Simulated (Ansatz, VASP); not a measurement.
# Bi2Te in VASP and in Ansatz

```xyz
6
Lattice="10.9743 0.0000 0.0000 -5.4872 9.5040 0.0000 0.0000 0.0000 3.0304" Properties=species:S:1:pos:R:3 pbc="T T T"
Bi    0.0000    0.0000    0.0000
Bi    5.4872    0.0000    1.5152
Bi   -2.7436    4.7520    1.5152
Bi    2.7436    4.7520    1.5152
Te    0.0000    6.3360    1.5152
Te    5.4872    3.1680    1.5152
```

Alike in both runs: functional PBE; k mesh 6 × 6 × 12; occupations gaussian, width 0.1 eV; no spin polarisation.

Ansatz relaxed the structure, and its values are those at the end. VASP's run is a single point on that final structure, the one shown.

```csv
,VASP,Ansatz
version,VASP 6.6.1,Ansatz 0.2.0
potentials or method,"VASP PAW PBE potentials, release 64 (Bi_d, Te), cutoff 520 eV","scalar-relativistic, plane waves, PAW"
valence electrons in the cell,72,92
```

```tsv
	VASP	Ansatz	Ansatz less VASP
gap on the k mesh at the Fermi level (eV)	none	none	-
pressure (GPa)	0.0	0.0	+0.04
```

A gap of «none» marks a metal or a gap that the smearing closes. With one functional, cell and mesh, what is left measures potentials, basis and numerics. VASP's potentials hold 72 valence electrons a cell and Ansatz's 92, so a difference there can come from the potentials and not from the codes.

Neither program's run includes spin-orbit coupling.
